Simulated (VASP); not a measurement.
# Be2CdO3 (P4/mmm) in VASP: further runs

The runs below take Be2CdO3 through relaxation of cell and atoms, single point, with PBE.

All numbers are computed with VASP 6.6.1; they aren't measurements. Logs are shortened: lines on timing, memory, paths and dates and some standing lists are left out, and cuts for length are marked.

### 1 The cell of the first run

It takes space group P4/mmm (No. 123, tetragonal). The conventional cell has a = 2.826 Å, b = 2.826 Å, c = 9.446 Å, α = 90.00°, β = 90.00°, γ = 90.00°. Be (site symmetry 4mm) has 8 O at 2.36 to 2.46 Å and 5 Be at 2.83 to 2.88 Å within 3.1 Å. Cd (site symmetry 4/mmm) has 4 Cd at 2.83 Å and 8 O at 2.85 Å and 2 Be at 3.28 Å within 3.7 Å. O (site symmetry 4/mmm) has 8 Be at 2.46 Å and 6 O at 2.70 to 2.83 Å within 3.3 Å. O (site symmetry 4mm) has 4 Be at 2.36 Å and 5 O at 2.70 to 2.83 Å and 4 Cd at 2.85 Å within 3.1 Å.

The cell was built from a structure type or drawn by symmetry, and may not be a known phase.

### 2 Relaxation of cell and atoms, PBE

INCAR reads:

```
SYSTEM = Be2CdO3
PREC = Accurate
ENCUT = 600
EDIFF = 1E-7
ISMEAR = 0
SIGMA = 0.1
LREAL = .FALSE.
LASPH = .TRUE.
NELM = 100
ALGO = Normal
ISIF = 3
LWAVE = .FALSE.
LCHARG = .FALSE.
GGA = PE
IBRION = 2
NSW = 90
EDIFFG = -0.04
```

KPOINTS reads:

```
Automatic mesh
0
G
  6 6 2
  0 0 0
```

POSCAR reads:

```
Be2CdO3
1.0
    2.8257696800      0.0000000000      0.0000000000
    0.0000000000      2.8257696800      0.0000000000
    0.0000000000      0.0000000000      9.4460041600
Be Cd O
2 1 3
Direct
    0.5000000000      0.5000000000      0.8473602500
    0.5000000000      0.5000000000      0.1526397500
    0.5000000000      0.5000000000      0.5000000000
    0.0000000000      0.0000000000      0.0000000000
    0.0000000000      0.0000000000      0.7145522800
    0.0000000000      0.0000000000      0.2854477200
```

Potentials or basis: VASP PAW PBE potentials, release 64 (Be, Cd, O).

The run is started by

```console
cat potpaw_PBE.64/Be/POTCAR potpaw_PBE.64/Cd/POTCAR potpaw_PBE.64/O/POTCAR > POTCAR
mpirun -np 1 vasp_std > vasp.out
```

OUTCAR:

```text
SYSTEM = Be2CdO3
   PREC = Accurate
   ENCUT = 600
   EDIFF = 1E-7
   ISMEAR = 0
   LREAL = .FALSE.
   LASPH = .TRUE.
   NELM = 100
   ISIF = 3
   GGA = PE
   IBRION = 2
   NSW = 90
   EDIFFG = -0.04

 ion  position               nearest neighbor table
   1  0.500  0.500  0.847-
   2  0.500  0.500  0.153-
   3  0.500  0.500  0.500-   5 2.85   6 2.85   5 2.85   6 2.85   5 2.85   6 2.85   5 2.85   6 2.85

   4  0.000  0.000  0.000-
   5  0.000  0.000  0.715-   3 2.85   3 2.85   3 2.85   3 2.85
   6  0.000  0.000  0.285-   3 2.85   3 2.85   3 2.85   3 2.85

  LATTYP: Found a simple tetragonal cell.
 ALAT       =     2.8257696800
 C/A-ratio  =     3.3428075285

  Lattice vectors:

 A1 = (   2.8257696800,   0.0000000000,   0.0000000000)
 A2 = (   0.0000000000,   2.8257696800,   0.0000000000)
 A3 = (   0.0000000000,   0.0000000000,   9.4460041600)

Analysis of symmetry for initial positions (statically):
=====================================================================
 Subroutine PRICEL returns:
 Original cell was already a primitive cell.

 Routine SETGRP: Setting up the symmetry group for a
 simple tetragonal supercell.

 Subroutine GETGRP returns: Found 16 space group operations
 (whereof 16 operations were pure point group operations)
 out of a pool of 16 trial point group operations.

The static configuration has the point symmetry D_4h.

Analysis of symmetry for dynamics (positions and initial velocities):
=====================================================================
 Subroutine PRICEL returns:
 Original cell was already a primitive cell.

 Routine SETGRP: Setting up the symmetry group for a
 simple tetragonal supercell.

 Subroutine GETGRP returns: Found 16 space group operations
 (whereof 16 operations were pure point group operations)
 out of a pool of 16 trial point group operations.

The dynamic configuration has the point symmetry D_4h.

 Subroutine INISYM returns: Found 16 space group operations
 (whereof 16 operations are pure point group operations),
 and found     1 'primitive' translations

----------------------------------------------------------------------------------------

                                     Primitive cell

  volume of cell :      75.4261

  direct lattice vectors                    reciprocal lattice vectors
     2.825769680  0.000000000  0.000000000     0.353885884  0.000000000  0.000000000
     0.000000000  2.825769680  0.000000000     0.000000000  0.353885884  0.000000000
     0.000000000  0.000000000  9.446004160     0.000000000  0.000000000  0.105864870

  length of vectors
     2.825769680  2.825769680  9.446004160     0.353885884  0.353885884  0.105864870

  position of ions in fractional coordinates (direct lattice)
     0.500000000  0.500000000  0.847360250
     0.500000000  0.500000000  0.152639750
     0.500000000  0.500000000  0.500000000
     0.000000000  0.000000000  0.000000000
     0.000000000  0.000000000  0.714552280
     0.000000000  0.000000000  0.285447720

  ion indices of the primitive-cell ions
   primitive index   ion index
                 1           1
                 2           2
                 3           3
                 4           4
                 5           5
                 6           6

----------------------------------------------------------------------------------------

 KPOINTS: Automatic mesh

Automatic generation of k-mesh.
 Grid dimensions read from file:
 generate k-points for:    6    6    2

 Generating k-lattice:

  Cartesian coordinates                     Fractional coordinates (reciprocal lattice)
     0.058980981  0.000000000  0.000000000     0.166666667  0.000000000  0.000000000
     0.000000000  0.058980981  0.000000000     0.000000000  0.166666667  0.000000000
     0.000000000  0.000000000  0.052932435     0.000000000  0.000000000  0.500000000

  Length of vectors
     0.058980981  0.058980981  0.052932435

  Shift w.r.t. Gamma in fractional coordinates (k-lattice)
     0.000000000  0.000000000  0.000000000

 Subroutine IBZKPT returns following result:
 ===========================================

 Found     20 irreducible k-points:

 Following reciprocal coordinates:
            Coordinates               Weight
  0.000000  0.000000  0.000000      1.000000
  0.166667  0.000000  0.000000      4.000000
  0.333333  0.000000  0.000000      4.000000
  0.500000  0.000000  0.000000      2.000000
  0.166667  0.166667  0.000000      4.000000
  0.333333  0.166667  0.000000      8.000000
[... 12 lines left out ...]
  0.500000  0.333333  0.500000      4.000000
  0.500000  0.500000  0.500000      1.000000
   k-points           NKPTS =     20   k-points in BZ     NKDIM =     20   number of bands    NBANDS=     21
   number of dos      NEDOS =    301   number of ions     NIONS =      6
   total plane-waves  NPLWV =  46080
   dimension x,y,z NGX =    24 NGY =   24 NGZ =   80
   dimension x,y,z NGXF=    48 NGYF=   48 NGZF=  160
   ions per type =               2   1   3
   NGX,Y,Z   is equivalent  to a cutoff of  14.12, 14.12, 14.08 a.u.
   NGXF,Y,Z  is equivalent  to a cutoff of  28.24, 28.24, 28.16 a.u.
 SYSTEM =  Be2CdO3
   PREC   = accura    normal or accurate (medium, high low for compatibility)
   ISTART =      0    job   : 0-new  1-cont  2-samecut
   ICHARG =      2    charge: 1-file 2-atom 10-const
   ISPIN  =      1    spin polarized calculation?
   LNONCOLLINEAR =      F non collinear calculations
   LSORBIT =      F    spin-orbit coupling
   LASPH  =      T    aspherical Exc in radial PAW
   ENCUT  =  600.0 eV  44.10 Ry    6.64 a.u.   5.64  5.64 18.87*2*pi/ulx,y,z
   NELM   =    100;   NELMIN=  2; NELMDL= -5     # of ELM steps
   EDIFF  = 0.1E-06   stopping-criterion for ELM
   LREAL  =      F    real-space projection
   EDIFFG = -.4E-01   stopping-criterion for IOM
   NSW    =     90    number of steps for IOM
   IBRION =      2    ionic relax: 0-MD 1-quasi-New 2-CG
   NFREE  =      1    steps in history (QN), initial steepest desc. (CG)
   ISIF   =      3    stress and relaxation
   ISYM   =      2    0-nonsym 1-usesym 2-fastsym
   POTIM  = 0.5000    time-step for ionic-motion
   TEBEG  =    0.0;   TEEND  =   0.0 temperature during run
   PSTRESS=    0.0 pullay stress
   NELECT =      34.0000    total number of electrons
   NUPDOWN=      -1.0000    fix difference up-down
   EMIN   =  10.00;   EMAX   =-10.00  energy-range for DOS
   EFERMI =   0.00;   METHOD = LEGACY
   ISMEAR =     0;   SIGMA  =   0.10  broadening in eV -4-tet -1-fermi 0-gaus
   EFERMI_NEDOS =   21; number of points for ismear=-14 and -15
   IALGO  =     38    algorithm
   IMIX   =      4    mixing-type and parameters
     AMIX     =   0.40;   BMIX     =  1.00
     AMIX_MAG =   1.60;   BMIX_MAG =  1.00
  volume/ion in A,a.u.               =      12.57        84.83
  Fermi-wavevector in a.u.,A,eV,Ry     =   1.255241  2.372062 21.437761  1.575631
  Thomas-Fermi vector in A             =   2.389008
   LORBIT       =      0    0 simple, 1 ext, 2 COOP (PROOUT), +10 PAW based schemes
   GGA     = PE    functional components
   LHFCALC =     F    Hartree Fock is set to
   AEXX    =    0.0000 exact exchange contribution
   IVDW    =     0    specifies the selected vdW correction
   LEPSILON=     F    determine dielectric tensor
   LRPA    =     F    only Hartree local field effects (RPA)
 conjugate gradient relaxation of ions
 non-spin polarized calculation
 Gauss-broadening in eV      SIGMA  =   0.10
  energy-cutoff  :      600.00
  volume of cell :       75.43
 maximum number of plane-waves:      2542
 NGX is ok and might be reduce to    24
   NGX = 11   NGY = 11   NGZ = 37

--------------------------------------- Ionic step        1  -------------------------------------------

 number of electron      34.0000017 magnetization

 Free energy of the ion-electron system (eV)
  ---------------------------------------------------
  ext. energy  EPLUGINS =         0.00000000
  ---------------------------------------------------
  free energy    TOTEN  =       -24.18521857 eV

  energy without entropy =      -24.17300797  energy(sigma->0) =      -24.17911327

 E-fermi :   1.9483     XC(G=0): -10.1885

 val. band max:        1.9237269986   @ k =   0.3333   0.0000   0.5000
 cond. band min:       1.9675884094   @ k =   0.0000   0.0000   0.5000
 fundamental gap:      0.0438614108
 Fermi energy:         1.9482926521

 k-point     1 :       0.0000    0.0000    0.0000
  band No.  band energies     occupation
      1     -15.1840      2.00000
      2     -14.8675      2.00000
      3     -14.5187      2.00000
      4      -7.9484      2.00000
      5      -7.3908      2.00000
      6      -6.2434      2.00000
[... 582 lines left out ...]
  FREE ENERGIE OF THE ION-ELECTRON SYSTEM (eV)
  ---------------------------------------------------
  free  energy   TOTEN  =       -26.9996575796 eV

  energy  without entropy=      -26.9915613755  energy(sigma->0) =      -26.99560948

[... ionic steps 4 to 9 ...]

--------------------------------------- Ionic step       10  -------------------------------------------

 number of electron      34.0000004 magnetization

------------------------ aborting loop because EDIFF is reached ----------------------------------------

  FORCE on cell =-STRESS in cart. coord.  units (eV):
  Direction    XX          YY          ZZ          XY          YZ          ZX
  --------------------------------------------------------------------------------------
  -------------------------------------------------------------------------------------
  Total       -0.1192924     -0.1192924      0.1631964      0.0000000      0.0000000      0.0000000
  in kB       -3.6084957     -3.6084957      4.9365548      0.0000000      0.0000000      0.0000000
  external PRESSURE =      -0.7601455 kB  Pullay stress =       0.0000000 kB
[... 65 lines left out ...]
  energy  without entropy=      -27.0489780229  energy(sigma->0) =      -27.05015406

--------------------------------------- Ionic step       12  -------------------------------------------

 number of electron      34.0000004 magnetization

 Free energy of the ion-electron system (eV)
  ---------------------------------------------------
  ext. energy  EPLUGINS =         0.00000000
  ---------------------------------------------------
  free energy    TOTEN  =       -27.05148790 eV

  energy without entropy =      -27.04899984  energy(sigma->0) =      -27.05024387

 E-fermi :   5.2346     XC(G=0): -11.8587

 val. band max:        5.1556982040   @ k =   0.5000   0.5000   0.0000
 cond. band min:       5.2415519589   @ k =   0.5000   0.5000   0.5000
 fundamental gap:      0.0858537549
 Fermi energy:         5.2345944771

 k-point     1 :       0.0000    0.0000    0.0000
  band No.  band energies     occupation
      1     -14.2741      2.00000
      2     -13.6249      2.00000
      3     -12.7708      2.00000
      4      -5.9371      2.00000
      5      -5.4385      2.00000
      6      -3.2133      2.00000
[... 502 lines left out ...]
  FREE ENERGIE OF THE ION-ELECTRON SYSTEM (eV)
  ---------------------------------------------------
  free  energy   TOTEN  =       -27.0514878977 eV

  energy  without entropy=      -27.0489998430  energy(sigma->0) =      -27.05024387

 reached required accuracy - stopping structural energy minimisation
```

Wall time 5.4 min (1 thread of Intel Xeon 6975P-C (Granite Rapids), shared host); peak memory 0.24 GiB.

Results:

- Free energy: -27.0515 eV
- Relaxed volume: 8.83 Å³/atom
- Relaxed cell: a = 2.573 Å, b = 2.573 Å, c = 8.001 Å, α = 90.00°, β = 90.00°, γ = 90.00°
- Space group after relaxing (to 0.1 Å): P4/mmm (No. 123)
- Energy gained by relaxing: 477.7 meV/atom
- Ionic steps: 12
- Pressure after relaxing: 0.0 GPa
- Largest force after relaxing: 0.031 eV/Å
- Band gap on the k mesh: zero (bands 17 and 18 overlap by 0.48 eV)

Forces on the atoms (eV/Å):
```
Be   0.000  0.000  0.009
Be   0.000  0.000 -0.009
Cd   0.000  0.000  0.000
O    0.000  0.000  0.000
O    0.000  0.000 -0.031
O    0.000  0.000  0.031
```

The path:
```
step  energy change (eV)  largest force (eV/Å)  pressure (GPa)  volume (Å³)
   1              0.0000                0.5483          -27.54        75.43
   2             -2.8053                0.3617           -3.29        54.15
   3             -2.8144                0.4409           -0.65        53.27
   4             -2.8132                0.4778            0.61        52.88
   5             -2.8360                0.4089            1.27        52.54
   6             -2.8430                0.1878            2.20        52.25
   7             -2.8561                0.1184            1.35        52.50
   8             -2.8603                0.2578            0.56        52.76
   9             -2.8649                0.1373            0.14        52.89
  10             -2.8655                0.0720           -0.08        52.97
  11             -2.8661                0.0449           -0.04        52.96
  12             -2.8663                0.0308            0.00        52.96
```

Final structure:
```
Be Cd O
1.0
     2.57276    0.00000    0.00000
     0.00000    2.57276    0.00000
     0.00000    0.00000    8.00102
Be Cd O
2 1 3
Direct
  0.50000 0.50000 0.84616
  0.50000 0.50000 0.15384
  0.50000 0.50000 0.50000
  0.00000 0.00000 0.00000
  0.00000 0.00000 0.70834
  0.00000 0.00000 0.29166
```

Levels at points of the mesh, in eV from the Fermi level:
```
           k point  band 14  band 15  band 16  band 17  band 18  band 19  band 20  band 21
(0.00, 0.00, 0.00)    -1.18    -1.18    -0.69    -0.69    -0.48     2.95     3.72     6.91
(0.50, 0.00, 0.00)    -0.81    -0.77    -0.29    -0.09     3.09     3.17     5.00     6.75
(0.50, 0.50, 0.00)    -3.90    -3.59    -1.89    -0.08     2.76     3.94     4.00     5.08
(0.00, 0.00, 0.50)    -1.51    -1.51    -0.56    -0.56     0.96     2.25     4.08     6.59
(0.50, 0.00, 0.50)    -1.79    -0.90    -0.65    -0.12     2.53     4.09     5.94     6.24
(0.50, 0.50, 0.50)    -3.15    -3.15    -2.24     0.01     2.76     3.96     4.00     4.02
```

Caveat: the k points lie up to 0.41 Å⁻¹ apart in the final cell; the volume moved by over 15 % at a fixed basis, so the end points are rough; semilocal functionals underestimate gaps, so a narrow gap can read as zero.

### 3 Single point, PBE

This run uses another cell than the first one, of 8.77 Å³/atom.

INCAR reads:

```
SYSTEM = Be2CdO3
  PREC = Accurate
  ENCUT = 520
  EDIFF = 1E-6
  ISMEAR = 0
  SIGMA = 0.1
  LREAL = .False.
  LASPH = .True.
  NELM = 100
  ALGO = Normal
  ISIF = 2
  LWAVE = .False.
  LCHARG = .False.
  GGA = PE
  NBANDS = 26
```

KPOINTS reads:

```
regular mesh
0
Gamma
  14 14 6
  0 0 0
```

POSCAR reads:

```
Be2CdO3
1.0
    2.5693596806      0.0000000000      0.0000000000
    0.0000000000      2.5693596806      0.0000000000
    0.0000000000      0.0000000000      7.9751362051
Be Cd O
2 1 3
Direct
    0.5000000000      0.5000000000      0.8462826193
    0.5000000000      0.5000000000      0.1537173807
    0.5000000000      0.5000000000      0.5000000000
    0.0000000000      0.0000000000      0.0000000000
    0.0000000000      0.0000000000      0.7071011577
    0.0000000000      0.0000000000      0.2928988423
```

Potentials or basis: VASP PAW PBE potentials, release 64 (Be, Cd, O).

The run is started by

```console
cat potpaw_PBE.64/Be/POTCAR potpaw_PBE.64/Cd/POTCAR potpaw_PBE.64/O/POTCAR > POTCAR
mpirun -np 1 vasp_std > vasp.out
```

Wall time 2.8 min (1 thread of Intel Xeon 6975P-C (Granite Rapids), shared host); peak memory 0.29 GiB.

The run converged. Its results:

```
Free energy            : -27.0278 eV
Pressure               : 1.1 GPa
Largest force          : 0.094 eV/Å
Band gap on the k mesh : zero (bands 17 and 18 overlap by 0.40 eV)
```

Forces on the atoms (eV/Å):
```
Be   0.000  0.000  0.003
Be   0.000  0.000 -0.003
Cd   0.000  0.000  0.000
O    0.000  0.000  0.000
O    0.000  0.000  0.094
O    0.000  0.000 -0.094
```

Stress tensor (GPa, compression positive):
```
1.19 0.00 0.00
0.00 1.19 0.00
0.00 0.00 0.90
```

Levels at points of the mesh, in eV from the Fermi level:
| k point | band 15 | band 16 | band 17 | band 18 | band 19 | band 20 |
| --- | --- | --- | --- | --- | --- | --- |
| (0.00, 0.00, 0.00) | -1.18 | -0.72 | -0.72 | -0.42 | 2.94 | 3.74 |
| (0.50, 0.00, 0.00) | -0.78 | -0.32 | -0.12 | 3.20 | 3.27 | 4.98 |
| (0.50, 0.50, 0.00) | -3.61 | -1.89 | -0.11 | 2.72 | 3.93 | 4.01 |
| (0.00, 0.00, 0.50) | -1.53 | -0.58 | -0.58 | 0.99 | 2.26 | 4.09 |
| (0.50, 0.00, 0.50) | -0.92 | -0.66 | -0.15 | 2.61 | 4.21 | 5.92 |
| (0.50, 0.50, 0.50) | -3.16 | -2.26 | -0.02 | 2.72 | 3.97 | 3.98 |

Caveat: semilocal functionals underestimate gaps, so a narrow gap can read as zero.

(Continued in part 2 of 2.)
